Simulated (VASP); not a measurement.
# TiC (Fm-3m) in VASP: settings compared

TiC is run at these levels: LDA, PBE; tasks: single point.

All numbers are computed with VASP 6.6.1; they aren't measurements. Logs are shortened: lines on timing, memory, paths and dates and some standing lists are left out, and cuts for length are marked.

### 1 The cell of the first run

The structure is cubic, space group Fm-3m (No. 225). The conventional cell has a = 4.360 Å, b = 4.360 Å, c = 4.360 Å, α = 90.00°, β = 90.00°, γ = 90.00°. Within 2.9 Å of Ti (site symmetry m-3m) lie 6 C at 2.18 Å. C (site symmetry m-3m) has 6 Ti at 2.18 Å within 2.9 Å.

### 2 Single point, LDA (volume scaled by 1.02)

Input file INCAR:

```
  ALGO = Normal
  EDIFF = 1E-6
  ENCUT = 520
  ISIF = 2
  ISMEAR = -1
  LASPH = True
  LCHARG = False
  LREAL = False
  LWAVE = False
  NBANDS = 15
  NELM = 80
  PREC = Accurate
  SIGMA = 0.05
```

Input file KPOINTS:

```
k-points
0
Gamma
  11 11 11
```

Input file POSCAR:

```
TiC
1.0
    3.0830729217      0.0000000000      0.0000000000
    1.5415364609      2.6700194719      0.0000000000
    1.5415364609      0.8900064907      2.5173184993
Ti C
1 1
Direct
    0.0000000000      0.0000000000      0.0000000000
    0.5000000000      0.5000000000      0.5000000000
```

Potentials or basis: VASP PAW LDA potentials, release 64 (Ti_sv, C).

Launch:

```
$ cat potpaw_LDA.64/Ti_sv/POTCAR potpaw_LDA.64/C/POTCAR > POTCAR
$ mpirun -np 1 vasp_std > vasp.out
```

OUTCAR:

```text
EDIFF = 1E-6
   ENCUT = 520
   ISIF = 2
   ISMEAR = -1
   LASPH = True
   LREAL = False
   NELM = 80
   PREC = Accurate

 ion  position               nearest neighbor table
   1  0.000  0.000  0.000-   2 2.18   2 2.18   2 2.18   2 2.18   2 2.18   2 2.18
   2  0.500  0.500  0.500-   1 2.18   1 2.18   1 2.18   1 2.18   1 2.18   1 2.18

  LATTYP: Found a face centered cubic cell.
 ALAT       =     4.3601235397

  Lattice vectors:

 A1 = (   3.0830729217,   0.0000000000,   0.0000000000)
 A2 = (   1.5415364609,   2.6700194719,   0.0000000000)
 A3 = (   1.5415364609,   0.8900064907,   2.5173184993)

Analysis of symmetry for initial positions (statically):
=====================================================================
 Subroutine PRICEL returns:
 Original cell was already a primitive cell.

 Routine SETGRP: Setting up the symmetry group for a
 face centered cubic supercell.

 Subroutine GETGRP returns: Found 48 space group operations
[... 9 lines left out ...]

 Routine SETGRP: Setting up the symmetry group for a
 face centered cubic supercell.

 Subroutine GETGRP returns: Found 48 space group operations
[... 11 lines left out ...]
                                     Primitive cell

  volume of cell :      20.7222

  direct lattice vectors                    reciprocal lattice vectors
     3.083072922  0.000000000  0.000000000     0.324351718 -0.187264552 -0.132416035
     1.541536461  2.670019472  0.000000000     0.000000000  0.374529104 -0.132416035
     1.541536461  0.890006491  2.517318499     0.000000000  0.000000000  0.397248104

  length of vectors
     3.083072922  3.083072922  3.083072922     0.397248104  0.397248104  0.397248104

  position of ions in fractional coordinates (direct lattice)
[... 8 lines left out ...]
----------------------------------------------------------------------------------------

 KPOINTS: k-points

Automatic generation of k-mesh.
 Grid dimensions read from file:
 generate k-points for:   11   11   11

 Generating k-lattice:

  Cartesian coordinates                     Fractional coordinates (reciprocal lattice)
     0.029486520 -0.017024050 -0.012037821     0.090909091  0.000000000  0.000000000
     0.000000000  0.034048100 -0.012037821     0.000000000  0.090909091 -0.000000000
     0.000000000  0.000000000  0.036113464     0.000000000  0.000000000  0.090909091

  Length of vectors
     0.036113464  0.036113464  0.036113464

  Shift w.r.t. Gamma in fractional coordinates (k-lattice)
     0.000000000  0.000000000  0.000000000

 Subroutine IBZKPT returns following result:
 ===========================================

 Found     56 irreducible k-points:

 Following reciprocal coordinates:
            Coordinates               Weight
  0.000000  0.000000  0.000000      1.000000
  0.090909  0.000000 -0.000000      8.000000
  0.181818  0.000000 -0.000000      8.000000
  0.272727  0.000000 -0.000000      8.000000
  0.363636  0.000000 -0.000000      8.000000
  0.454545  0.000000 -0.000000      8.000000
[... 16 lines left out ...]
 -0.272727  0.181818  0.000000     24.000000
 -0.181818  0.181818  0.000000     12.000000
 [... further k-points ...]
   k-points           NKPTS =     56   k-points in BZ     NKDIM =     56   number of bands    NBANDS=     15
   number of dos      NEDOS =    301   number of ions     NIONS =      2
   total plane-waves  NPLWV =  13824
   dimension x,y,z NGX =    24 NGY =   24 NGZ =   24
   dimension x,y,z NGXF=    48 NGYF=   48 NGZF=   48
   ions per type =               1   1
   NGX,Y,Z   is equivalent  to a cutoff of  12.94, 12.94, 12.94 a.u.
   NGXF,Y,Z  is equivalent  to a cutoff of  25.88, 25.88, 25.88 a.u.
 SYSTEM =  unknown system
   PREC   = accura    normal or accurate (medium, high low for compatibility)
   ISTART =      0    job   : 0-new  1-cont  2-samecut
   ICHARG =      2    charge: 1-file 2-atom 10-const
   ISPIN  =      1    spin polarized calculation?
   LNONCOLLINEAR =      F non collinear calculations
   LSORBIT =      F    spin-orbit coupling
   LASPH  =      T    aspherical Exc in radial PAW
   ENCUT  =  520.0 eV  38.22 Ry    6.18 a.u.   5.73  5.73  5.73*2*pi/ulx,y,z
   NELM   =     80;   NELMIN=  2; NELMDL= -5     # of ELM steps
   EDIFF  = 0.1E-05   stopping-criterion for ELM
   LREAL  =      F    real-space projection
   EDIFFG = 0.1E-04   stopping-criterion for IOM
   NSW    =      0    number of steps for IOM
   IBRION =     -1    ionic relax: 0-MD 1-quasi-New 2-CG
   NFREE  =      0    steps in history (QN), initial steepest desc. (CG)
   ISIF   =      2    stress and relaxation
   ISYM   =      2    0-nonsym 1-usesym 2-fastsym
   POTIM  = 0.5000    time-step for ionic-motion
   TEBEG  =    0.0;   TEEND  =   0.0 temperature during run
   PSTRESS=    0.0 pullay stress
   NELECT =      16.0000    total number of electrons
   NUPDOWN=      -1.0000    fix difference up-down
   EMIN   =  10.00;   EMAX   =-10.00  energy-range for DOS
   EFERMI =   0.00;   METHOD = LEGACY
   ISMEAR =    -1;   SIGMA  =   0.05  broadening in eV -4-tet -1-fermi 0-gaus
   EFERMI_NEDOS =   21; number of points for ismear=-14 and -15
   IALGO  =     38    algorithm
   IMIX   =      4    mixing-type and parameters
     AMIX     =   0.40;   BMIX     =  1.00
     AMIX_MAG =   1.60;   BMIX_MAG =  1.00
  volume/ion in A,a.u.               =      10.36        69.92
  Fermi-wavevector in a.u.,A,eV,Ry     =   1.501883  2.838147 30.690006  2.255652
  Thomas-Fermi vector in A             =   2.613196
   LORBIT       =      0    0 simple, 1 ext, 2 COOP (PROOUT), +10 PAW based schemes
   GGA     = CA    functional components
   LHFCALC =     F    Hartree Fock is set to
   AEXX    =    0.0000 exact exchange contribution
   IVDW    =     0    specifies the selected vdW correction
   LEPSILON=     F    determine dielectric tensor
   LRPA    =     F    only Hartree local field effects (RPA)
 non-spin polarized calculation
  energy-cutoff  :      520.00
  volume of cell :       20.72
 maximum number of plane-waves:       568
   NGX = 11   NGY = 11   NGZ = 11

 number of electron      15.9999997 magnetization

 Free energy of the ion-electron system (eV)
  ---------------------------------------------------
  ext. energy  EPLUGINS =         0.00000000
  ---------------------------------------------------
  free energy    TOTEN  =       -20.46901718 eV

  energy without entropy =      -20.46650959  energy(sigma->0) =      -20.46776338

 E-fermi :   9.0447     XC(G=0): -12.8753

 val. band max:        8.9384021294   @ k =   0.4545   0.4545  -0.0000
 cond. band min:       9.1309814448   @ k =   0.3636   0.2727  -0.0000
 fundamental gap:      0.1925793154
 Fermi energy:         9.0446761163

 k-point     1 :       0.0000    0.0000    0.0000
  band No.  band energies     occupation
      1     -46.9364      2.00000
      2     -23.3533      2.00000
      3     -23.3533      2.00000
      4     -23.3533      2.00000
      5      -3.1202      2.00000
      6       9.6197      0.00002
      7       9.6197      0.00002
      8       9.6197      0.00002
      9      10.6627      0.00000
     10      10.6627      0.00000
     11      10.6627      0.00000
     12      10.6672      0.00000
     13      10.6672      0.00000
     14      19.3103      0.00000
     15      22.9700      0.00000

 k-point     2 :       0.0909    0.0000   -0.0000
  band No.  band energies     occupation
      1     -46.9308      2.00000
      2     -23.3926      2.00000
      3     -23.3570      2.00000
      4     -23.3570      2.00000
      5      -2.9372      2.00000
      6       8.8529      1.95773
      7       9.1396      0.26065
      8       9.1396      0.26065
      9       9.9563      0.00000
     10       9.9563      0.00000
     11      11.0220      0.00000
     12      12.1166      0.00000
     13      12.1166      0.00000
     14      19.6194      0.00000
     15      23.0140      0.00000

 k-point     3 :       0.1818    0.0000   -0.0000
  band No.  band energies     occupation
      1     -46.9157      2.00000
      2     -23.4968      2.00000
      3     -23.3671      2.00000
      4     -23.3671      2.00000
      5      -2.4118      2.00000
      6       7.4616      2.00000
      7       8.0394      2.00000
      8       8.0394      2.00000
      9      10.2810      0.00000
     10      10.2810      0.00000
     11      11.4359      0.00000
     12      13.6292      0.00000
     13      13.6292      0.00000
     14      20.1325      0.00000
     15      22.9415      0.00000

 k-point     4 :       0.2727    0.0000   -0.0000
  band No.  band energies     occupation
      1     -46.8959      2.00000
      2     -23.6308      2.00000
      3     -23.3802      2.00000
      4     -23.3802      2.00000
      5      -1.6121      2.00000
      6       5.9406      2.00000
      7       7.1407      2.00000
      8       7.1407      2.00000
      9      10.8142      0.00000
     10      10.8142      0.00000
     11      11.8559      0.00000
     12      15.0460      0.00000
     13      15.0460      0.00000
     14      19.6735      0.00000
     15      23.3875      0.00000
[... 307 lines left out ...]
 k-point    22 :      -0.3636    0.1818    0.0000
  band No.  band energies     occupation
      1     -46.8602      2.00000
      2     -23.7570      2.00000
      3     -23.5051      2.00000
      4     -23.4112      2.00000
      5      -0.0673      2.00000
      6       4.1380      2.00000
      7       6.2038      2.00000
      8       6.4047      2.00000
      9      11.4310      0.00000
     10      11.7851      0.00000
     11      12.6795      0.00000
     12      14.9153      0.00000
     13      16.6538      0.00000
     14      19.2492      0.00000
     15      22.8404      0.00000

 k-point    23 :      -0.2727    0.1818    0.0000
  band No.  band energies     occupation
      1     -46.8724      2.00000
      2     -23.6933      2.00000
      3     -23.4945      2.00000
      4     -23.3903      2.00000
      5      -0.6885      2.00000
      6       4.8630      2.00000
      7       6.5262      2.00000
      8       6.5598      2.00000
      9      10.9075      0.00000
     10      11.8528      0.00000
     11      12.6477      0.00000
     12      14.0038      0.00000
     13      16.7377      0.00000
     14      19.9236      0.00000
     15      22.4456      0.00000

 k-point    24 :      -0.1818    0.1818    0.0000
  band No.  band energies     occupation
      1     -46.8892      2.00000
      2     -23.6152      2.00000
      3     -23.4569      2.00000
      4     -23.3728      2.00000
      5      -1.4244      2.00000
      6       5.8259      2.00000
      7       6.8856      2.00000
      8       7.0908      2.00000
      9      10.4516      0.00000
     10      11.5508      0.00000
     11      12.4707      0.00000
     12      13.2538      0.00000
     13      16.0939      0.00000
     14      20.5918      0.00000
     15      22.3529      0.00000

 [... further k-points ...]
[... 5 lines left out ...]
  --------------------------------------------------------------------------------------
  -------------------------------------------------------------------------------------
  Total       -2.1135220     -2.1135220     -2.1135220     -0.0000000     -0.0000000     -0.0000000
  in kB     -163.4108796   -163.4108796   -163.4108796     -0.0000000     -0.0000000     -0.0000000
  external PRESSURE =    -163.4108796 kB  Pullay stress =       0.0000000 kB

 VOLUME and BASIS-vectors are now :
 -----------------------------------------------------------------------------
  energy-cutoff  :      520.00
  volume of cell :       20.72
      direct lattice vectors                 reciprocal lattice vectors
     3.083072922  0.000000000  0.000000000     0.324351718 -0.187264552 -0.132416035
     1.541536461  2.670019472  0.000000000     0.000000000  0.374529104 -0.132416035
     1.541536461  0.890006491  2.517318499     0.000000000  0.000000000  0.397248104

 POSITION                                       TOTAL-FORCE (eV/Angst)
 -----------------------------------------------------------------------------------
      0.00000      0.00000      0.00000        -0.000000      0.000000      0.000000
      3.08307      1.78001      1.25866         0.000000     -0.000000      0.000000
 -----------------------------------------------------------------------------------
    total drift:                               -0.000000      0.000000      0.000000

  FREE ENERGIE OF THE ION-ELECTRON SYSTEM (eV)
  ---------------------------------------------------
  free  energy   TOTEN  =       -20.4690171790 eV

  energy  without entropy=      -20.4665095865  energy(sigma->0) =      -20.46776338
```

It took 30 s on 1 thread of AMD EPYC 7R43 (Zen 3), shared host; peak memory 0.1 GiB.

Results:

```
Free energy            : -20.4690 eV
Pressure               : -16.3 GPa
Band gap on the k mesh : zero (band 8 reaches 9.62 eV, above the bottom of band 9 at 8.59 eV)
```

Caveat: the cell differs from its parent crystal (volume scaled by 1.02).

### 3 Single point, LDA (volume scaled by 1.04)

Input file INCAR:

```
PREC = Accurate ; ENCUT = 520
EDIFF = 1E-6 ; ISMEAR = -1
SIGMA = 0.05 ; LREAL = F
LASPH = T ; NELM = 100
ALGO = Normal ; ISIF = 2
LWAVE = F ; LCHARG = F
NBANDS = 15
```

Input file KPOINTS:

```
regular mesh
0
Gamma
  11 11 11
```

Input file POSCAR:

```
TiC
1.0
    3.1030934367      0.0000000000      0.0000000000
    1.5515467184      2.6873577465      0.0000000000
    1.5515467184      0.8957859155      2.5336651814
Ti C
1 1
Direct
    0.0000000000      0.0000000000      0.0000000000
    0.5000000000      0.5000000000      0.5000000000
```

Potentials or basis: VASP PAW LDA potentials, release 64 (Ti_sv, C).

Launch:

```
$ cat potpaw_LDA.64/Ti_sv/POTCAR potpaw_LDA.64/C/POTCAR > POTCAR
$ mpirun -np 1 vasp_std > vasp.out
```

It took 26 s on 1 thread of AMD EPYC 7R43 (Zen 3), shared host; peak memory 0.1 GiB.

It converged, with:

| Item | Value |
| --- | --- |
| Free energy | -20.4228 eV |
| Pressure | -20.4 GPa |
| Band gap on the k mesh | zero (band 8 reaches 9.39 eV, above the bottom of band 9 at 8.37 eV) |

Levels at points of the mesh, in eV from the Fermi level:
| k point | band 6 | band 7 | band 8 | band 9 | band 10 | band 11 |
| --- | --- | --- | --- | --- | --- | --- |
| (0.00, 0.00, 0.00) | 0.57 | 0.57 | 0.57 | 1.59 | 1.59 | 1.60 |

Caveat: the cell differs from its parent crystal (volume scaled by 1.04).

### 4 Single point, LDA (volume scaled by 1.06)

Input file INCAR:

```
PREC     = Accurate       # precision mode
ENCUT    = 520            # plane-wave cutoff, eV
EDIFF    = 1E-6           # SCF threshold, eV
ISMEAR   = -1             # smearing method
SIGMA    = 0.05           # smearing width, eV
LREAL    = F              # projectors in reciprocal space
LASPH    = T              # aspherical terms in the spheres
NELM     = 60             # most SCF steps
ALGO     = Normal         # electronic algorithm
ISIF     = 2              # what is computed and relaxed
LWAVE    = F              # write WAVECAR
LCHARG   = F              # write CHGCAR
NBANDS   = 15             # bands
```

Input file KPOINTS:

```
Automatic mesh
0
Gamma
  11 11 11
```

Input file POSCAR:

```
TiC
1.0
    3.1228588960      0.0000000000      0.0000000000
    1.5614294480      2.7044751364      0.0000000000
    1.5614294480      0.9014917122      2.5498036113
Ti C
1 1
Direct
    0.0000000000      0.0000000000      0.0000000000
    0.5000000000      0.5000000000      0.5000000000
```

Launch:

```
$ cat potpaw_LDA.64/Ti_sv/POTCAR potpaw_LDA.64/C/POTCAR > POTCAR
$ mpirun -np 1 vasp_std > vasp.out
```

Wall time 63 s (1 thread of AMD EPYC 7R43 (Zen 3), shared host); peak memory 0.1 GiB.

It converged, with:

| Property | Result |
| --- | --- |
| Free energy | -20.3671 eV |
| Pressure | -24.0 GPa |
| Band gap on the k mesh | zero (band 8 reaches 9.16 eV, above the bottom of band 9 at 8.15 eV) |

Levels at points of the mesh, in eV from the Fermi level:
```
           k point  band 6  band 7  band 8  band 9  band 10  band 11
(0.00, 0.00, 0.00)    0.56    0.56    0.56    1.55     1.55     1.58
```

Caveat: the cell differs from its parent crystal (volume scaled by 1.06).

### 5 Single point, PBE

This run uses another cell than the first one, of 10.16 Å³/atom, 0.980 times its volume.

Input file INCAR:

```
SYSTEM = TiC
PREC = Accurate
ENCUT = 520
EDIFF = 1E-6
ISMEAR = -1
SIGMA = 0.04
LREAL = .FALSE.
LASPH = .TRUE.
NELM = 80
ALGO = Normal
ISIF = 2
LWAVE = .FALSE.
LCHARG = .FALSE.
GGA = PE
NBANDS = 15
```

Input file KPOINTS:

```
regular mesh
0
G
  8 8 8
  0 0 0
```

Input file POSCAR:

```
TiC
1.0
    0.0000000000      2.1657188437      2.1657188437
    2.1657188437      0.0000000000      2.1657188437
    2.1657188437      2.1657188437      0.0000000000
Ti C
1 1
Direct
    0.0000000000      0.0000000000      0.0000000000
    0.5000000000      0.5000000000      0.5000000000
```

Potentials or basis: VASP PAW PBE potentials, release 64 (Ti_sv, C).

Launch:

```
$ cat potpaw_PBE.64/Ti_sv/POTCAR potpaw_PBE.64/C/POTCAR > POTCAR
$ mpirun -np 1 vasp_std > vasp.out
```

Run time: 15 s. Hardware: 1 thread of AMD EPYC 7R43 (Zen 3), shared host; peak memory 0.1 GiB.

Results (log left out):

```
Free energy            : -18.7079 eV
Pressure               : 0.4 GPa
Band gap on the k mesh : zero (band 8 reaches 10.11 eV, above the bottom of band 9 at 9.01 eV)
```

Levels at points of the mesh, in eV from the Fermi level:
| k point | band 4 | band 5 | band 6 | band 7 | band 8 | band 9 | band 10 | band 11 | band 12 | band 13 |
| --- | --- | --- | --- | --- | --- | --- | --- | --- | --- | --- |
| (0.00, 0.00, 0.00) | -32.58 | -12.35 | 0.73 | 0.73 | 0.73 | 1.72 | 1.72 | 1.72 | 1.75 | 1.75 |
| (0.50, 0.00, 0.00) | -32.62 | -8.88 | -5.80 | -2.85 | -2.85 | 2.95 | 2.95 | 4.14 | 8.19 | 8.19 |
| (0.50, 0.50, 0.00) | -32.74 | -10.07 | -3.39 | -1.58 | 0.01 | 0.01 | 2.74 | 3.55 | 3.55 | 5.83 |

### 6 Summary

| level | potentials or basis | cell | k mesh | smearing | gap on the mesh (eV) | pressure (GPa) |
| --- | --- | --- | --- | --- | --- | --- |
| LDA | VASP PAW LDA potentials, release 64 (Ti_sv, C) | a = 3.083 Å, angles 60.0°, 2 atoms | 11 × 11 × 11 | fermi-dirac 0.05 eV | none | -16.3 |
| LDA | VASP PAW LDA potentials, release 64 (Ti_sv, C) | a = 3.103 Å, angles 60.0°, 2 atoms | 11 × 11 × 11 | fermi-dirac 0.05 eV | none | -20.4 |
| LDA | VASP PAW LDA potentials, release 64 (Ti_sv, C) | a = 3.123 Å, angles 60.0°, 2 atoms | 11 × 11 × 11 | fermi-dirac 0.05 eV | none | -24.0 |
| PBE | VASP PAW PBE potentials, release 64 (Ti_sv, C) | a = 3.063 Å, angles 60.0°, 2 atoms | 8 × 8 × 8 | fermi-dirac 0.04 eV | none | 0.4 |

Alike in all rows: task single point; no spin polarisation; cutoff (eV) 520.

Total energies depend on the potentials used, so only differences within one code and one set of settings carry meaning.
